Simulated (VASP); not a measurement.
Wanted: the native input for a VASP 6.6.1 run.

```
Task                   : single point
Functional             : LDA
Potentials or basis    : VASP PAW LDA potentials, release 64 (Mg, O)
Cutoff                 : 600 eV
k mesh                 : 6 × 6 × 4
Occupations            : gaussian, width 0.01 eV
Spin                   : no spin polarisation
Dipole correction      : no
Further INCAR settings : ALGO = Normal; EDIFF = 1e-06; NBANDS = 16
```

The structure of MgO lies in POSCAR:

```
MgO
1.0
    3.2882172536      0.0000000000      0.0000000000
   -1.6441086268      2.8476796748      0.0000000000
    0.0000000000      0.0000000000      5.0343661375
Mg O
2 2
Direct
    0.3333333333      0.6666666667     -0.0098385294
    0.6666666667      0.3333333333      0.4901614706
    0.3333333333      0.6666666667      0.3848385294
    0.6666666667      0.3333333333      0.8848385294
```

One way to write it, as run:

INCAR

```
PREC = Accurate
ENCUT = 600
EDIFF = 1E-6
ISMEAR = 0
SIGMA = 0.01
LREAL = F
LASPH = T
NELM = 120
ALGO = Normal
ISIF = 2
LWAVE = F
LCHARG = T
GGA = CA
LELF = T
LVHAR = T
NBANDS = 16
GGA_COMPAT = F
```

KPOINTS

```
Automatic mesh
0
Gamma
  6 6 4
```

Potentials or basis: VASP PAW LDA potentials, release 64 (Mg, O).

Command:

```bash
$ cat potpaw_LDA.64/Mg/POTCAR potpaw_LDA.64/O/POTCAR > POTCAR
$ mpirun -np 1 vasp_std > vasp.out
```

Results of the run:

The pressure is -5.0 GPa and the largest force is 0.020 eV/Å. The band gap on the k mesh is 3.44 eV, direct.

It took 18 s on 1 thread of Intel Xeon 6975P-C (shared host), peak memory 0.16 GiB.
